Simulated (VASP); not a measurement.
A run of VASP 6.6.1:

INCAR

```
SYSTEM = Re
PREC     = Accurate       ! precision mode
ENCUT    = 600            ! plane-wave cutoff, eV
EDIFF    = 1E-6           ! SCF threshold, eV
ISMEAR   = -1             ! smearing method
SIGMA    = 0.1            ! smearing width, eV
LREAL    = .False.        ! projectors in reciprocal space
LASPH    = .True.         ! aspherical terms in the spheres
NELM     = 120            ! most SCF steps
ALGO     = Normal         ! electronic algorithm
ISIF     = 2              ! what is computed and relaxed
LWAVE    = .False.        ! write WAVECAR
LCHARG   = .False.        ! write CHGCAR
GGA      = CA             ! functional
NBANDS   = 14             ! bands
GGA_COMPAT= .False.
```

File KPOINTS:

```
Automatic mesh
0
Gamma
  3 3 2
  0 0 0
```

Contents of POSCAR:

```
Re
1.0
    2.7391880258      0.0000000000      0.0000000000
   -1.3695940129      2.3722064161      0.0000000000
    0.0000000000      0.0000000000      4.4118668232
Re
2
Direct
    0.3333333333      0.6666666667      0.2500000000
    0.6666666667      0.3333333333      0.7500000000
```

Potentials or basis: VASP PAW LDA potentials, release 64 (Re).

Launch:

```sh
$ cat potpaw_LDA.64/Re/POTCAR > POTCAR
$ mpirun -np 1 vasp_std > vasp.out
```

Hardware: 1 thread of Intel Xeon 6975P-C, on a shared host.

**Question.** Estimate the wall time of this run.

**Answer.** Run time: 4.7 s on 1 thread of Intel Xeon 6975P-C (shared host), peak memory 0.13 GiB. Counts: scf iterations 11, k points 6.
